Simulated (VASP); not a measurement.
## HfO3: single point with PBE

The system is HfO3.

```
CELL_PARAMETERS angstrom
3.82801 0.00000 0.00000
-1.91400 3.31515 0.00000
0.00000 0.00000 4.05765
ATOMIC_POSITIONS crystal
Hf 0.00000 0.00000 0.00000
O 0.00000 0.00000 0.50000
O 0.33333 0.66667 0.18705
O 0.33333 0.66667 0.81295
```

```
Program                : VASP 6.6.1
Task                   : single point
Functional             : PBE
Potentials or basis    : VASP PAW PBE potentials, release 64 (Hf_pv, O)
Cutoff                 : 520 eV
k mesh                 : 6 × 6 × 4
Occupations            : gaussian, width 0.1 eV
Spin                   : no spin polarisation
Dipole correction      : no
Further INCAR settings : ALGO = Normal; EDIFF = 1e-07; NBANDS = 22
```

```json
{
  "Pressure": "-1.4 GPa",
  "Largest force": "0.164 eV/Å",
  "Band gap on the k mesh": "0.21 eV, direct"
}
```

Forces in eV/Å, atoms in the order of the input:
```
Hf   0.000  0.000  0.000
O    0.000  0.000  0.000
O    0.000  0.000  0.164
O    0.000  0.000 -0.164
```

Stress tensor (GPa, compression positive):
```
-1.30  0.00  0.00
 0.00 -1.30  0.00
 0.00  0.00 -1.49
```

Levels at points of the mesh, in eV from the valence-band top:
| k point | band 11 | band 12 | band 13 | band 14 | band 15 | band 16 | band 17 | band 18 |
| --- | --- | --- | --- | --- | --- | --- | --- | --- |
| (0.00, 0.00, 0.00) | -2.65 | -1.32 | -1.08 | -1.08 | 0.28 | 3.61 | 3.61 | 3.71 |
| (0.50, 0.00, 0.00) | -2.97 | -1.15 | -0.95 | -0.87 | 1.05 | 3.14 | 3.18 | 3.79 |
| (0.00, 0.00, 0.50) | -3.79 | -3.79 | -0.87 | -0.87 | 0.61 | 1.71 | 4.21 | 4.21 |
| (0.50, 0.00, 0.50) | -4.47 | -3.80 | -1.27 | -0.16 | 1.04 | 1.81 | 3.12 | 5.53 |

Wall time 15 s on 1 thread of Intel(R) Xeon(R) Platinum 8559C (Emerald Rapids), with other jobs on the host, peak memory 0.16 GiB.

Caveat: spin-orbit coupling is left out, which moves the levels of the heavy elements. A k mesh can miss the band edges.
